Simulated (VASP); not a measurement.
# InF3: single point with LDA

Crystal: InF3.

```
In F
1.0
     2.62733    1.51689    4.82014
    -2.62733    1.51689    4.82014
     0.00000   -3.03378    4.82014
In F
2 6
Direct
  0.00000 0.00000 0.00000
  0.50000 0.50000 0.50000
  0.88359 0.61641 0.25000
  0.25000 0.88359 0.61641
  0.61641 0.25000 0.88359
  0.11641 0.38359 0.75000
  0.75000 0.11641 0.38359
  0.38359 0.75000 0.11641
```

```json
{"Program": "VASP 6.6.1", "Task": "single point", "Functional": "LDA", "Potentials or basis": "VASP PAW LDA potentials, release 64 (In_d, F)", "Cutoff": "520 eV", "k mesh": "6 × 6 × 6", "Occupations": "gaussian, width 0.02 eV", "Spin": "no spin polarisation"}
```

```yaml
Pressure: -0.4 GPa
Largest_force: 0.046 eV/Å
Band_gap_on_the_k_mesh: 4.22 eV (least direct gap 4.28 eV)
```

Forces in eV/Å, atoms in the order of the input:
```
In   0.000  0.000  0.000
In   0.000  0.000  0.000
F    0.046  0.000  0.000
F   -0.023  0.040  0.000
F   -0.023 -0.040  0.000
F   -0.046  0.000  0.000
F    0.023 -0.040  0.000
F    0.023  0.040  0.000
```

Levels at points of the mesh, in eV from the valence-band top:
```csv
k point,band 30,band 31,band 32,band 33,band 34,band 35,band 36,band 37,band 38,band 39
"(0.00, 0.00, 0.00)",-0.29,-0.12,-0.12,-0.06,-0.06,4.22,9.96,10.60,11.64,11.64
"(0.50, 0.00, 0.00)",-0.51,-0.29,-0.29,-0.17,-0.17,6.90,6.90,11.14,11.14,12.11
"(0.50, 0.50, 0.00)",-0.36,-0.28,-0.24,-0.08,0.00,6.84,8.54,9.72,10.64,10.88
"(0.50, 0.50, 0.50)",-0.64,-0.19,-0.19,-0.19,-0.19,6.74,6.74,11.77,11.77,12.59
```

Run time: 110 s on 1 thread of AMD EPYC 9R45 96-Core Processor (Zen 5) (shared host), peak memory 0.25 GiB.

Caveat: spin-orbit coupling is left out, which moves the levels of the heavy elements. A k mesh can miss the band edges.
